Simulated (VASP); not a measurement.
Write the native input for VASP 6.6.1 that does the following.

- Task: single point
- Functional: HSE06
- Potentials or basis: VASP PAW PBE potentials, release 64 (Sn_d)
- Cutoff: 520 eV
- k mesh: 4 × 4 × 4
- Occupations: fermi-dirac, width 0.02 eV
- Spin: no spin polarisation
- Dipole correction: no
- Grid for exact exchange (PRECFOCK): Normal
- Further INCAR settings: ALGO = Normal; EDIFF = 1e-06; NBANDS = 21
- Share of exact exchange: 0.25
- Screening parameter: 0.2079 1/Å

Sn:

```
Sn
1.0
     0.00000    3.28446    3.28446
     3.28446    0.00000    3.28446
     3.28446    3.28446    0.00000
Sn
2
Direct
  0.00000 0.00000 0.00000
  0.25000 0.25000 0.25000
```

This isn't the form of Sn at room conditions, which is tetragonal (white tin).

One way to write it, as run:

POSCAR

```
Sn
1.0
    0.0000000000      3.2844597802      3.2844597802
    3.2844597802      0.0000000000      3.2844597802
    3.2844597802      3.2844597802      0.0000000000
Sn
2
Direct
    0.0000000000      0.0000000000      0.0000000000
    0.2500000000      0.2500000000      0.2500000000
```

INCAR.step1

```
SYSTEM = Sn
PREC = Accurate
ENCUT = 520
EDIFF = 1E-5
ISMEAR = -1
SIGMA = 0.02
LREAL = .False.
LASPH = .True.
NELM = 60
ALGO = Normal
ISIF = 2
LWAVE = .True.
LCHARG = .False.
NBANDS = 21
GGA = PE
```

INCAR.step2

```
SYSTEM = Sn
PREC = Accurate
ENCUT = 520
EDIFF = 1E-6
ISMEAR = -1
SIGMA = 0.02
LREAL = .False.
LASPH = .True.
NELM = 60
ALGO = Normal
ISIF = 2
LWAVE = .False.
LCHARG = .False.
GGA = PE
LHFCALC = .True.
HFSCREEN = 0.2079
PRECFOCK = Normal
NBANDS = 21
ISTART = 1
```

KPOINTS

```
regular mesh
0
Gamma
  4 4 4
  0 0 0
```

Potentials or basis: VASP PAW PBE potentials, release 64 (Sn_d).

Run with:

```bash
$ cat potpaw_PBE.64/Sn_d/POTCAR > POTCAR
$ cp INCAR.step1 INCAR
$ mpirun -np 1 vasp_std > vasp.out
$ cp INCAR.step2 INCAR
$ mpirun -np 1 vasp_std > vasp.out
```

It gave:

```yaml
Pressure: 0.2 GPa
Band_gap_on_the_k_mesh: zero (filled and empty bands touch)
```

Caveat: the k points lie up to 0.41 Å⁻¹ apart; the PAW data sets were made with another functional, which shifts forces and pressure a little; spin-orbit coupling is left out, which moves the levels of the heavy elements.

Run time: 20 min on 1 thread of AMD EPYC 9R45 96-Core Processor (Zen 5) (shared host), peak memory 0.28 GiB.
